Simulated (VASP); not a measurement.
# AlGaN2 (P-4m2) in VASP: further runs

Runs on AlGaN2. Level: LDA. Tasks: single point.

Everything below comes from runs of VASP 6.6.1. Logs are shortened: lines on timing, memory, paths and dates and some standing lists are left out, and cuts for length are marked.

## 1. The cell of the first run

The structure is tetragonal, space group P-4m2 (No. 115). The conventional cell has a = 3.141 Å, b = 3.141 Å, c = 4.424 Å, α = 90.00°, β = 90.00°, γ = 90.00°. Al (site symmetry -4m2) has 4 N at 1.83 Å within 2.4 Å. Ga (site symmetry -4m2) has 4 N at 2.02 Å within 2.7 Å. N (site symmetry 2mm) has 2 Al at 1.83 Å and 2 Ga at 2.02 Å within 2.4 Å.

## 2. Single point, LDA (mode 12 (682.2 1/cm) frozen in, largest displacement -0.120 Å)

Contents of INCAR:

```
SYSTEM = AlGaN2
PREC = Accurate
ENCUT = 520
EDIFF = 1E-7
ISMEAR = 0
SIGMA = 0.05
LREAL = .FALSE.
LASPH = .TRUE.
NELM = 100
ALGO = Normal
ISIF = 2
LWAVE = .FALSE.
LCHARG = .FALSE.
GGA = CA
NBANDS = 21
```

Contents of KPOINTS:

```
regular mesh
0
G
  8 8 6
  0 0 0
```

Contents of POSCAR:

```
AlGaN2
1.0
    3.1408770487      0.0000000000      0.0000000000
    0.0000000000      3.1408770487      0.0000000000
    0.0000000000      0.0000000000      4.4238379400
Al Ga N
1 1 2
Direct
    0.5000000000      0.5000000000      0.5000000000
    0.0000000000      0.0000000000      0.0000000000
    0.5000000000      0.0000000000      0.7111390424
    0.0000000000      0.5000000000      0.2888609576
```

Potentials or basis: VASP PAW LDA potentials, release 64 (Al, Ga_d, N).

Command:

```sh
> cat potpaw_LDA.64/Al/POTCAR potpaw_LDA.64/Ga_d/POTCAR potpaw_LDA.64/N/POTCAR > POTCAR
> mpirun -np 1 vasp_std > vasp.out
```

OUTCAR:

```text
SYSTEM = AlGaN2
   PREC = Accurate
   ENCUT = 520
   EDIFF = 1E-7
   ISMEAR = 0
   LREAL = .FALSE.
   LASPH = .TRUE.
   NELM = 100
   ISIF = 2
   GGA = CA

 ion  position               nearest neighbor table
   1  0.500  0.500  0.500-   3 1.83   4 1.83   3 1.83   4 1.83   2 3.13   2 3.13   2 3.13   2 3.13
                             2 3.13   2 3.13   2 3.13   2 3.13
   2  0.000  0.000  0.000-   3 2.02   4 2.02   4 2.02   3 2.02   1 3.13   1 3.13   1 3.13   1 3.13
                             1 3.13   1 3.13   1 3.13   1 3.13
   3  0.500  0.000  0.711-   1 1.83   1 1.83   2 2.02   2 2.02
   4  0.000  0.500  0.289-   1 1.83   1 1.83   2 2.02   2 2.02

  LATTYP: Found a simple tetragonal cell.
 ALAT       =     3.1408770487
 C/A-ratio  =     1.4084721788

  Lattice vectors:

 A1 = (   3.1408770487,   0.0000000000,   0.0000000000)
 A2 = (   0.0000000000,   3.1408770487,   0.0000000000)
 A3 = (   0.0000000000,   0.0000000000,   4.4238379400)

Analysis of symmetry for initial positions (statically):
=====================================================================
 Subroutine PRICEL returns:
 Original cell was already a primitive cell.

 Routine SETGRP: Setting up the symmetry group for a
 simple tetragonal supercell.

 Subroutine GETGRP returns: Found  8 space group operations
 (whereof  8 operations were pure point group operations)
 out of a pool of 16 trial point group operations.

The static configuration has the point symmetry D_2d.

Analysis of symmetry for dynamics (positions and initial velocities):
=====================================================================
 Subroutine PRICEL returns:
 Original cell was already a primitive cell.

 Routine SETGRP: Setting up the symmetry group for a
 simple tetragonal supercell.

 Subroutine GETGRP returns: Found  8 space group operations
 (whereof  8 operations were pure point group operations)
 out of a pool of 16 trial point group operations.

The dynamic configuration has the point symmetry D_2d.

 Subroutine INISYM returns: Found  8 space group operations
 (whereof  8 operations are pure point group operations),
 and found     1 'primitive' translations

----------------------------------------------------------------------------------------

                                     Primitive cell

  volume of cell :      43.6416

  direct lattice vectors                    reciprocal lattice vectors
     3.140877049  0.000000000  0.000000000     0.318382409  0.000000000  0.000000000
     0.000000000  3.140877049  0.000000000     0.000000000  0.318382409  0.000000000
     0.000000000  0.000000000  4.423837940     0.000000000  0.000000000  0.226048064

  length of vectors
     3.140877049  3.140877049  4.423837940     0.318382409  0.318382409  0.226048064

  position of ions in fractional coordinates (direct lattice)
     0.500000000  0.500000000  0.500000000
     0.000000000  0.000000000  0.000000000
     0.500000000  0.000000000  0.711139042
     0.000000000  0.500000000  0.288860958

  ion indices of the primitive-cell ions
   primitive index   ion index
                 1           1
                 2           2
                 3           3
                 4           4

----------------------------------------------------------------------------------------

 KPOINTS: regular mesh

Automatic generation of k-mesh.
 Grid dimensions read from file:
 generate k-points for:    8    8    6

 Generating k-lattice:

  Cartesian coordinates                     Fractional coordinates (reciprocal lattice)
     0.039797801  0.000000000  0.000000000     0.125000000  0.000000000  0.000000000
     0.000000000  0.039797801  0.000000000     0.000000000  0.125000000  0.000000000
     0.000000000  0.000000000  0.037674677     0.000000000  0.000000000  0.166666667

  Length of vectors
     0.039797801  0.039797801  0.037674677

  Shift w.r.t. Gamma in fractional coordinates (k-lattice)
     0.000000000  0.000000000  0.000000000

 Subroutine IBZKPT returns following result:
 ===========================================

 Found     60 irreducible k-points:

 Following reciprocal coordinates:
            Coordinates               Weight
  0.000000  0.000000  0.000000      1.000000
  0.125000  0.000000  0.000000      4.000000
  0.250000  0.000000  0.000000      4.000000
  0.375000  0.000000  0.000000      4.000000
  0.500000  0.000000  0.000000      2.000000
  0.125000  0.125000  0.000000      4.000000
[... 16 lines left out ...]
  0.375000  0.125000  0.166667     16.000000
  0.500000  0.125000  0.166667      8.000000
 [... further k-points ...]
   k-points           NKPTS =     60   k-points in BZ     NKDIM =     60   number of bands    NBANDS=     21
   number of dos      NEDOS =    301   number of ions     NIONS =      4
   total plane-waves  NPLWV =  20736
   dimension x,y,z NGX =    24 NGY =   24 NGZ =   36
   dimension x,y,z NGXF=    48 NGYF=   48 NGZF=   72
   ions per type =               1   1   2
   NGX,Y,Z   is equivalent  to a cutoff of  12.70, 12.70, 13.53 a.u.
   NGXF,Y,Z  is equivalent  to a cutoff of  25.41, 25.41, 27.06 a.u.
 SYSTEM =  AlGaN2
   PREC   = accura    normal or accurate (medium, high low for compatibility)
   ISTART =      0    job   : 0-new  1-cont  2-samecut
   ICHARG =      2    charge: 1-file 2-atom 10-const
   ISPIN  =      1    spin polarized calculation?
   LNONCOLLINEAR =      F non collinear calculations
   LSORBIT =      F    spin-orbit coupling
   LASPH  =      T    aspherical Exc in radial PAW
   ENCUT  =  520.0 eV  38.22 Ry    6.18 a.u.   5.84  5.84  8.23*2*pi/ulx,y,z
   NELM   =    100;   NELMIN=  2; NELMDL= -5     # of ELM steps
   EDIFF  = 0.1E-06   stopping-criterion for ELM
   LREAL  =      F    real-space projection
   EDIFFG = 0.1E-05   stopping-criterion for IOM
   NSW    =      0    number of steps for IOM
   IBRION =     -1    ionic relax: 0-MD 1-quasi-New 2-CG
   NFREE  =      0    steps in history (QN), initial steepest desc. (CG)
   ISIF   =      2    stress and relaxation
   ISYM   =      2    0-nonsym 1-usesym 2-fastsym
   POTIM  = 0.5000    time-step for ionic-motion
   TEBEG  =    0.0;   TEEND  =   0.0 temperature during run
   PSTRESS=    0.0 pullay stress
   NELECT =      26.0000    total number of electrons
   NUPDOWN=      -1.0000    fix difference up-down
   EMIN   =  10.00;   EMAX   =-10.00  energy-range for DOS
   EFERMI =   0.00;   METHOD = LEGACY
   ISMEAR =     0;   SIGMA  =   0.05  broadening in eV -4-tet -1-fermi 0-gaus
   EFERMI_NEDOS =   21; number of points for ismear=-14 and -15
   IALGO  =     38    algorithm
   IMIX   =      4    mixing-type and parameters
     AMIX     =   0.40;   BMIX     =  1.00
     AMIX_MAG =   1.60;   BMIX_MAG =  1.00
  volume/ion in A,a.u.               =      10.91        73.63
  Fermi-wavevector in a.u.,A,eV,Ry     =   1.377523  2.603141 25.818009  1.897570
  Thomas-Fermi vector in A             =   2.502669
   LORBIT       =      0    0 simple, 1 ext, 2 COOP (PROOUT), +10 PAW based schemes
   GGA     = CA    functional components
   LHFCALC =     F    Hartree Fock is set to
   AEXX    =    0.0000 exact exchange contribution
   IVDW    =     0    specifies the selected vdW correction
   LEPSILON=     F    determine dielectric tensor
   LRPA    =     F    only Hartree local field effects (RPA)
 non-spin polarized calculation
 Gauss-broadening in eV      SIGMA  =   0.05
  energy-cutoff  :      520.00
  volume of cell :       43.64
 maximum number of plane-waves:      1208
 NGX is ok and might be reduce to    24
   NGX = 11   NGY = 11   NGZ = 17

 number of electron      25.9999984 magnetization

 Free energy of the ion-electron system (eV)
  ---------------------------------------------------
  ext. energy  EPLUGINS =         0.00000000
  ---------------------------------------------------
  free energy    TOTEN  =       -29.92054342 eV

  energy without entropy =      -29.92054342  energy(sigma->0) =      -29.92054342

 E-fermi :   5.6872     XC(G=0): -11.7298

 val. band max:        5.3905737699   @ k =   0.0000   0.0000   0.0000
 cond. band min:       7.9648483015   @ k =   0.0000   0.0000   0.0000
 fundamental gap:      2.5742745316
 Fermi energy:         5.6872167705

 k-point     1 :       0.0000    0.0000    0.0000
  band No.  band energies     occupation
      1      -9.9726      2.00000
      2      -8.6165      2.00000
      3      -7.9246      2.00000
      4      -7.9246      2.00000
      5      -7.8957      2.00000
      6      -7.8182      2.00000
[... 13 lines left out ...]
     20      18.0406      0.00000
     21      20.6591      0.00000

 k-point     2 :       0.1250    0.0000    0.0000
  band No.  band energies     occupation
      1      -9.8360      2.00000
      2      -8.6153      2.00000
      3      -7.9460      2.00000
      4      -7.9225      2.00000
      5      -7.8672      2.00000
      6      -7.8279      2.00000
[... 13 lines left out ...]
     20      18.0057      0.00000
     21      20.0324      0.00000

 k-point     3 :       0.2500    0.0000    0.0000
  band No.  band energies     occupation
      1      -9.4730      2.00000
      2      -8.6240      2.00000
      3      -7.9548      2.00000
      4      -7.9173      2.00000
      5      -7.8511      2.00000
      6      -7.7835      2.00000
[... 13 lines left out ...]
     20      17.9172      0.00000
     21      18.7755      0.00000
[... 457 lines left out ...]
 k-point    23 :       0.3750    0.1250    0.1667
  band No.  band energies     occupation
      1      -8.9780      2.00000
      2      -8.6246      2.00000
      3      -7.9382      2.00000
      4      -7.8925      2.00000
      5      -7.8757      2.00000
      6      -7.4448      2.00000
[... 13 lines left out ...]
     20      17.8707      0.00000
     21      18.1301      0.00000

 k-point    24 :       0.5000    0.1250    0.1667
  band No.  band energies     occupation
      1      -8.8487      2.00000
      2      -8.6402      2.00000
      3      -7.9310      2.00000
      4      -7.9018      2.00000
      5      -7.8652      2.00000
      6      -7.0798      2.00000
[... 13 lines left out ...]
     20      17.8834      0.00000
     21      18.0541      0.00000

 [... further k-points ...]
[... 5 lines left out ...]
  --------------------------------------------------------------------------------------
  -------------------------------------------------------------------------------------
  Total        0.1191214      0.1191214     -1.6952915      0.0000000      0.0000000      0.0000000
  in kB        4.3731986      4.3731986    -62.2377519      0.0000000      0.0000000      0.0000000
  external PRESSURE =     -17.8304516 kB  Pullay stress =       0.0000000 kB

 VOLUME and BASIS-vectors are now :
 -----------------------------------------------------------------------------
  energy-cutoff  :      520.00
  volume of cell :       43.64
      direct lattice vectors                 reciprocal lattice vectors
     3.140877049  0.000000000  0.000000000     0.318382409  0.000000000  0.000000000
     0.000000000  3.140877049  0.000000000     0.000000000  0.318382409  0.000000000
     0.000000000  0.000000000  4.423837940     0.000000000  0.000000000  0.226048064

 POSITION                                       TOTAL-FORCE (eV/Angst)
 -----------------------------------------------------------------------------------
      1.57044      1.57044      2.21192        -0.000000      0.000000      0.000000
      0.00000      0.00000      0.00000        -0.000000     -0.000000      0.000000
      1.57044      0.00000      3.14596         0.000000     -0.000000      2.986397
      0.00000      1.57044      1.27787        -0.000000     -0.000000     -2.986397
 -----------------------------------------------------------------------------------
    total drift:                                0.000000      0.000000      0.000000

  FREE ENERGIE OF THE ION-ELECTRON SYSTEM (eV)
  ---------------------------------------------------
  free  energy   TOTEN  =       -29.9205434160 eV

  energy  without entropy=      -29.9205434160  energy(sigma->0) =      -29.92054342
```

Wall time 16 s (1 thread of Intel Xeon 6975P-C (Granite Rapids), shared host); peak memory 0.17 GiB.

What came out:

```
Free energy            : -29.9205 eV
Pressure               : -1.8 GPa
Largest force          : 2.986 eV/Å
Band gap on the k mesh : 2.57 eV, direct
```

Forces in eV/Å, atoms in the order of the input:
```
Al   0.000  0.000  0.000
Ga   0.000  0.000  0.000
N    0.000  0.000  2.986
N    0.000  0.000 -2.986
```

Stress tensor (GPa, compression positive):
```
 0.44  0.00  0.00
 0.00  0.44  0.00
 0.00  0.00 -6.22
```

Levels at points of the mesh, in eV from the valence-band top:
```
           k point  band 10  band 11  band 12  band 13  band 14  band 15  band 16  band 17
(0.00, 0.00, 0.00)    -2.47    -0.82     0.00     0.00     2.57     4.06     7.48    10.54
(0.50, 0.00, 0.00)    -3.17    -2.88    -1.33    -0.55     6.08     6.15     7.96     8.29
(0.50, 0.50, 0.00)    -2.35    -2.21    -2.21    -2.02     3.09     3.09     5.11     8.34
(0.00, 0.00, 0.50)    -1.81    -1.81    -0.88    -0.88     5.12     5.39     7.26     9.09
(0.50, 0.00, 0.50)    -1.31    -0.93    -0.63    -0.42     4.44     5.90     9.11     9.14
(0.50, 0.50, 0.50)    -4.18    -3.24    -3.24    -3.17     6.09     6.09     7.39     9.48
```

Caveat: the cell differs from its parent crystal (mode 12 (682.2 1/cm) frozen in, largest displacement -0.120 Å); forces of over 1 eV/Å act on the atoms, so gaps and moduli don't describe the material at rest. A k mesh can miss the band edges.

## 3. Single point, LDA (mode 12 (682.2 1/cm) frozen in, largest displacement +0.090 Å)

Contents of INCAR:

```
PREC = Accurate
ENCUT = 520
EDIFF = 1E-6
ISMEAR = 0
SIGMA = 0.05
LREAL = False
LASPH = True
NELM = 100
ALGO = Normal
ISIF = 2
LWAVE = False
LCHARG = True
GGA = CA
LELF = True
LVHAR = True
NBANDS = 21
```

Contents of KPOINTS:

```
Automatic mesh
0
Gamma
  8 8 6
```

Edit POSCAR of step 2 so:

```diff
@@ -10,3 +10,3 @@
     0.0000000000      0.0000000000      0.0000000000
-    0.5000000000      0.0000000000      0.7111390424
-    0.0000000000      0.5000000000      0.2888609576
+    0.5000000000      0.0000000000      0.7586091357
+    0.0000000000      0.5000000000      0.2413908643
```

Potentials or basis: VASP PAW LDA potentials, release 64 (Al, Ga_d, N).

Command:

```sh
> cat potpaw_LDA.64/Al/POTCAR potpaw_LDA.64/Ga_d/POTCAR potpaw_LDA.64/N/POTCAR > POTCAR
> mpirun -np 1 vasp_std > vasp.out
```

It took 17 s on 1 thread of Intel Xeon 6975P-C (Granite Rapids), shared host; peak memory 0.17 GiB.

It converged, with:

| Quantity | Value |
| --- | --- |
| Free energy | -30.1363 eV |
| Pressure | -3.0 GPa |
| Largest force | 2.026 eV/Å |
| Band gap on the k mesh | 2.87 eV, direct |

Forces on the atoms (eV/Å):
```
Al   0.000  0.000  0.000
Ga   0.000  0.000  0.000
N    0.000  0.000 -2.026
N    0.000  0.000  2.026
```

Stress tensor (GPa, compression positive):
```
-2.81  0.00  0.00
 0.00 -2.81  0.00
 0.00  0.00 -3.28
```

Levels at points of the mesh, in eV from the valence-band top:
| k point | band 9 | band 10 | band 11 | band 12 | band 13 | band 14 | band 15 | band 16 | band 17 | band 18 |
| --- | --- | --- | --- | --- | --- | --- | --- | --- | --- | --- |
| (0.00, 0.00, 0.00) | -2.41 | -2.41 | 0.00 | 0.00 | 0.00 | 2.87 | 3.17 | 7.36 | 11.08 | 11.10 |
| (0.50, 0.00, 0.00) | -4.43 | -3.08 | -2.76 | -0.90 | -0.83 | 7.23 | 7.23 | 7.52 | 8.19 | 10.11 |
| (0.50, 0.50, 0.00) | -4.89 | -2.48 | -2.39 | -2.39 | -2.22 | 3.20 | 3.20 | 6.68 | 8.24 | 11.87 |
| (0.00, 0.00, 0.50) | -2.68 | -1.73 | -1.73 | -0.91 | -0.91 | 5.11 | 5.24 | 8.08 | 8.92 | 10.79 |
| (0.50, 0.00, 0.50) | -6.26 | -0.89 | -0.80 | -0.79 | -0.61 | 5.24 | 6.43 | 8.87 | 9.10 | 10.20 |
| (0.50, 0.50, 0.50) | -4.16 | -3.94 | -3.39 | -3.34 | -3.34 | 5.97 | 5.97 | 9.67 | 10.33 | 10.36 |

Caveat: the cell differs from its parent crystal (mode 12 (682.2 1/cm) frozen in, largest displacement +0.090 Å); forces of over 1 eV/Å act on the atoms, so gaps and moduli don't describe the material at rest. A k mesh can miss the band edges.

## 4. Single point, LDA (mode 12 (682.2 1/cm) frozen in, largest displacement -0.060 Å)

Contents of INCAR:

```
PREC = Accurate ; ENCUT = 520
EDIFF = 1E-7 ; ISMEAR = 0
SIGMA = 0.05 ; LREAL = F
LASPH = T ; NELM = 80
ALGO = Normal ; ISIF = 2
LWAVE = F ; LCHARG = T
GGA = CA ; LELF = T
LVHAR = T ; NBANDS = 21
```

KPOINTS is that of step 3.

Edit POSCAR of step 3 so:

```diff
@@ -10,3 +10,3 @@
     0.0000000000      0.0000000000      0.0000000000
-    0.5000000000      0.0000000000      0.7586091357
-    0.0000000000      0.5000000000      0.2413908643
+    0.5000000000      0.0000000000      0.7247019262
+    0.0000000000      0.5000000000      0.2752980738
```

Command:

```sh
> cat potpaw_LDA.64/Al/POTCAR potpaw_LDA.64/Ga_d/POTCAR potpaw_LDA.64/N/POTCAR > POTCAR
> mpirun -np 1 vasp_std > vasp.out
```

Wall time 15 s (1 thread of Intel Xeon 6975P-C (Granite Rapids), shared host); peak memory 0.17 GiB.

It converged, with:

```
Free energy            : -30.1965 eV
Pressure               : -3.5 GPa
Largest force          : 1.602 eV/Å
Band gap on the k mesh : 2.76 eV, direct
```

Forces on the atoms (eV/Å):
```
Al   0.000  0.000  0.000
Ga   0.000  0.000  0.000
N    0.000  0.000  1.602
N    0.000  0.000 -1.602
```

Stress tensor (GPa, compression positive):
```
-2.72  0.00  0.00
 0.00 -2.72  0.00
 0.00  0.00 -5.20
```

Levels at points of the mesh, in eV from the valence-band top:
```csv
k point,band 11,band 12,band 13,band 14,band 15,band 16
"(0.00, 0.00, 0.00)",-0.50,0.00,0.00,2.76,3.77,7.48
"(0.50, 0.00, 0.00)",-2.91,-1.15,-0.60,6.63,6.63,7.99
"(0.50, 0.50, 0.00)",-2.23,-2.23,-2.16,3.19,3.19,5.66
"(0.00, 0.00, 0.50)",-1.63,-0.97,-0.97,5.16,5.43,7.50
"(0.50, 0.00, 0.50)",-0.89,-0.62,-0.47,4.82,6.26,9.12
"(0.50, 0.50, 0.50)",-3.23,-3.23,-3.21,6.13,6.13,8.01
```

Caveat: the cell differs from its parent crystal (mode 12 (682.2 1/cm) frozen in, largest displacement -0.060 Å); forces of over 1 eV/Å act on the atoms, so gaps and moduli don't describe the material at rest.

## 5. Single point, LDA (mode 12 (682.2 1/cm) frozen in, largest displacement +0.030 Å)

Contents of INCAR:

```
PREC = Accurate ; ENCUT = 520
EDIFF = 1E-6 ; ISMEAR = 0
SIGMA = 0.05 ; LREAL = F
LASPH = T ; NELM = 100
ALGO = Normal ; ISIF = 2
LWAVE = F ; LCHARG = F
GGA = CA ; NBANDS = 21
```

Contents of KPOINTS:

```
regular mesh
0
Gamma
  8 8 6
```

Edit POSCAR of step 4 so:

```diff
@@ -10,3 +10,3 @@
     0.0000000000      0.0000000000      0.0000000000
-    0.5000000000      0.0000000000      0.7247019262
-    0.0000000000      0.5000000000      0.2752980738
+    0.5000000000      0.0000000000      0.7450462519
+    0.0000000000      0.5000000000      0.2549537481
```

Command:

```sh
> cat potpaw_LDA.64/Al/POTCAR potpaw_LDA.64/Ga_d/POTCAR potpaw_LDA.64/N/POTCAR > POTCAR
> mpirun -np 1 vasp_std > vasp.out
```

It took 14 s on 1 thread of Intel Xeon 6975P-C (Granite Rapids), shared host; peak memory 0.17 GiB.

The run converged. Its results:

```
Free energy            : -30.2914 eV
Pressure               : -4.1 GPa
Largest force          : 0.559 eV/Å
Band gap on the k mesh : 2.89 eV, direct
```

Forces on the atoms (eV/Å):
```
Al   0.000  0.000  0.000
Ga   0.000  0.000  0.000
N    0.000  0.000 -0.559
N    0.000  0.000  0.559
```

Stress tensor (GPa, compression positive):
```
-4.15  0.00  0.00
 0.00 -4.15  0.00
 0.00  0.00 -3.92
```

Levels at points of the mesh, in eV from the valence-band top:
| k point | band 10 | band 11 | band 12 | band 13 | band 14 | band 15 | band 16 | band 17 |
| --- | --- | --- | --- | --- | --- | --- | --- | --- |
| (0.00, 0.00, 0.00) | -2.35 | -0.14 | 0.00 | 0.00 | 2.89 | 3.38 | 7.43 | 11.12 |
| (0.50, 0.00, 0.00) | -3.00 | -2.86 | -0.93 | -0.75 | 7.13 | 7.19 | 7.84 | 8.26 |
| (0.50, 0.50, 0.00) | -2.36 | -2.31 | -2.31 | -2.25 | 3.24 | 3.24 | 6.36 | 8.54 |
| (0.00, 0.00, 0.50) | -1.59 | -1.59 | -0.99 | -0.99 | 5.21 | 5.27 | 7.90 | 9.04 |
| (0.50, 0.00, 0.50) | -0.91 | -0.87 | -0.63 | -0.61 | 5.18 | 6.51 | 9.02 | 9.32 |
| (0.50, 0.50, 0.50) | -3.98 | -3.30 | -3.27 | -3.27 | 6.07 | 6.07 | 8.99 | 11.00 |

Caveat: the cell differs from its parent crystal (mode 12 (682.2 1/cm) frozen in, largest displacement +0.030 Å).

(Part 1 of 2 ends here.)
